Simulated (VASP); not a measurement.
Runs of VASP 6.6.1 on MgHgSe2. The structure is tetragonal, space group P-4m2 (No. 115). The conventional cell has a = 4.314 Å, b = 4.314 Å, c = 5.985 Å, α = 90.00°, β = 90.00°, γ = 90.00°. Within 3.4 Å of Mg (site symmetry -4m2) lie 4 Se at 2.58 Å. Se (site symmetry 2mm) has 2 Mg at 2.58 Å and 2 Hg at 2.68 Å within 3.4 Å. Hg (site symmetry -4m2) has 4 Se at 2.68 Å within 3.5 Å. 

```csv
level,k mesh,cutoff (eV),smearing,grid for exact exchange (PRECFOCK),screening parameter,gap on the mesh (eV),pressure (GPa),largest force (eV/Å)
PBE,4 × 4 × 4,600,gaussian 0.01 eV,-,-,0.62,1.6,0.10
HSE06,4 × 4 × 2,520,methfessel-paxton 0.199 eV,Normal,0.2079 1/Å,(a),0.0,0.01
PBE+D3(BJ),4 × 4 × 4,600,gaussian 0.01 eV,-,-,0.62,(b),0.10
PBE,4 × 4 × 4,600,methfessel-paxton 0.0868 eV,-,-,0.62,1.6,0.10
PBE,4 × 4 × 4,600,methfessel-paxton 0.5 eV,-,-,0.63,1.5,0.09
PBE,4 × 4 × 4,600,methfessel-paxton 0.001 eV,-,-,0.62,1.6,0.10
```

Alike in all rows: task single point; potentials or basis VASP PAW PBE potentials, release 64 (Mg, Se, Hg); no spin polarisation; cell as given.

Q: Estimate the missing entries.

A: (a) 1.48; (b) -0.4.

Caveats: some runs use coarse meshes; spin-orbit coupling is left out, which moves the levels of the heavy elements; the PAW data sets were made with another functional, which shifts forces and pressure a little (some runs).

A k mesh can miss the band edges, and the runs leave out spin-orbit coupling on Hg, Se.
